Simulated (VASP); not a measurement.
Runs of VASP 6.6.1 on HfO2. The structure is that of space group P4_2/nmc (No. 137), or close to it. The cells are those of the table. 

| cell | gap on the mesh (eV) | pressure (GPa) | largest force (eV/Å) |
| --- | --- | --- | --- |
| a = 3.534, b = 3.534, c = 5.137 Å, 6 atoms | 4.83 | 12.3 | (b) |
| a = 3.605, b = 3.605, c = 5.240 Å, 6 atoms | (a) | -3.3 | 0.12 |
| a = 3.639, b = 3.639, c = 5.290 Å, 6 atoms | 4.48 | (c) | 0.26 |
| a = 3.498, b = 3.498, c = 5.084 Å, 6 atoms | 4.93 | 22.0 | 0.42 |
| a = 3.570, b = 3.570, c = 5.189 Å, 6 atoms | 4.71 | 3.9 | 0.04 |

Alike in all rows: task single point; level PBE; potentials or basis VASP PAW PBE potentials, release 64 (Hf_pv, O); no spin polarisation; k mesh 6 × 6 × 4; cutoff (eV) 520; smearing gaussian 0.01 eV.

Problem. Estimate the missing entries.

Solution. (a) 4.60; (b) 0.22; (c) -9.5.

Caveats: spin-orbit coupling is left out, which moves the levels of the heavy elements.

A k mesh can miss the band edges, and the runs leave out spin-orbit coupling on Hf.
